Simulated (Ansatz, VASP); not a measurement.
Two plane-wave programs on ZnS

POSCAR

```
ZnS
1.0
    0.0000000000      2.6633828638      2.6940955531
    2.6633828638      0.0000000000      2.6940955531
    2.6633828638      2.6633828638      0.0000000000
Zn S
1 1
Direct
    0.2500000000      0.2500000000      0.2500000000
    0.0000000000      0.0000000000      0.0000000000
```

The input INCAR.step1:

```
SYSTEM = ZnS
ALGO = Normal
EDIFF = 1E-4
ENCUT = 520
GGA = PE
ISMEAR = 0
LASPH = .TRUE.
LCHARG = .FALSE.
LREAL = .FALSE.
LWAVE = .TRUE.
NBANDS = 16
NELM = 60
PREC = Accurate
SIGMA = 0.01
```

The input INCAR.step2:

```
SYSTEM = ZnS
ALGO = Normal
EDIFF = 1E-6
ENCUT = 520
ISIF = 2
ISMEAR = 0
ISTART = 1
LASPH = .TRUE.
LCHARG = .TRUE.
LELF = .TRUE.
LMIXTAU = .TRUE.
LREAL = .FALSE.
LVHAR = .TRUE.
LWAVE = .FALSE.
METAGGA = R2SCAN
NBANDS = 16
NELM = 60
PREC = Accurate
SIGMA = 0.01
```

The input KPOINTS:

```
k-points
0
G
  8 8 8
  0 0 0
```

Input for Ansatz:

```yaml
crystal:
  lattice:
    - [0.0, 2.6633828638, 2.6940955531]
    - [2.6633828638, 0.0, 2.6940955531]
    - [2.6633828638, 2.6633828638, 0.0]
  atoms:
    - { symbol: Zn, position: [0.25, 0.25, 0.25] }
    - { symbol: S, position: [0.0, 0.0, 0.0] }
kpoints:
  mp_grid: { grid: [8, 8, 8] }
  band_path:
    path:
      - [0.0, 0.0, 0.0]
      - [-0.5, -0.5, 0.0]
      - [-0.375, -0.375, 0.25]
      - [-0.375, 0.0, 0.375]
      - [0.0, 0.0, 0.5]
      - [-0.5, -0.25, 0.25]
    npoints: 1
hamiltonian:
  xc: r2scan
scf:
  occupations: { method: fixed }
  n_extra_bands: 4
output:
  forces: true
  stress: true
  eigenvalues: true
```

Change from the starting cell: biaxial_xy strain -1.1%.

Alike in both runs: task single point; functional r2SCAN; k mesh 8 × 8 × 8; no spin polarisation.

```csv
,VASP,Ansatz
version,VASP 6.6.1,Ansatz 0.2.0
potentials or method,"VASP PAW PBE potentials, release 64 (Zn, S)","plane waves, PAW"
plane-wave cutoff (eV),520,500
occupations,"gaussian, width 0.01 eV",fixed
valence electrons in the cell,18,18
```

```tsv
	VASP	Ansatz	Ansatz less VASP
gap on the k mesh at the Fermi level (eV)	2.81	2.80	-0.013
pressure (GPa)	2.0	1.9	-0.01
traceless stress, the component that is largest in VASP (GPa)	-0.31	-0.33	-0.018
```

VASP's potentials were made for PBE, not for r2SCAN.
